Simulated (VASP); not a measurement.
Wanted: the native input for a VASP 6.6.1 run.

* Task: single point
* Functional: revPBE
* Potentials or basis: VASP PAW PBE potentials, release 64 (Te)
* Cutoff: 520 eV
* k mesh: 9 × 9 × 9
* Occupations: fermi-dirac, width 0.1 eV
* Spin: no spin polarisation
* Dipole correction: no
* Further INCAR settings: ALGO = Normal; EDIFF = 1e-06; NBANDS = 13

The structure of Te lies in POSCAR:

```
Te
1.0
    0.0000000000      3.7213583837      3.7213583837
    3.7213583837      0.0000000000      3.7213583837
    3.7213583837      3.7213583837      0.0000000000
Te
2
Direct
    0.1250000000      0.1250000000      0.1250000000
    0.8750000000      0.8750000000      0.8750000000
```

This isn't the form of Te at room conditions, which is trigonal, of chains.

These files were run (other wordings do the same):

INCAR

```
ALGO     = Normal         # electronic algorithm
EDIFF    = 1E-6           # SCF threshold, eV
ENCUT    = 520            # plane-wave cutoff, eV
GGA      = RE             # functional
ISIF     = 2              # what is computed and relaxed
ISMEAR   = -1             # smearing method
LASPH    = T              # aspherical terms in the spheres
LCHARG   = F              # write CHGCAR
LREAL    = F              # projectors in reciprocal space
LWAVE    = F              # write WAVECAR
NBANDS   = 13             # bands
NELM     = 100            # most SCF steps
PREC     = Accurate       # precision mode
SIGMA    = 0.1            # smearing width, eV
```

KPOINTS

```
k-points
0
Gamma
  9 9 9
```

Potentials or basis: VASP PAW PBE potentials, release 64 (Te).

Launch:

```console
$ cat potpaw_PBE.64/Te/POTCAR > POTCAR
$ mpirun -np 1 vasp_std > vasp.out
```

It gave:

```yaml
Pressure: -1.6 GPa
Band_gap_on_the_k_mesh: zero (bands 6 and 7 overlap by 0.79 eV)
```

Caveat: the PAW data sets were made with another functional, which shifts forces and pressure a little; spin-orbit coupling is left out, which moves the levels of the heavy elements.

It took 60 s on 1 thread of Intel Xeon 8259CL (shared host), peak memory 0.25 GiB.
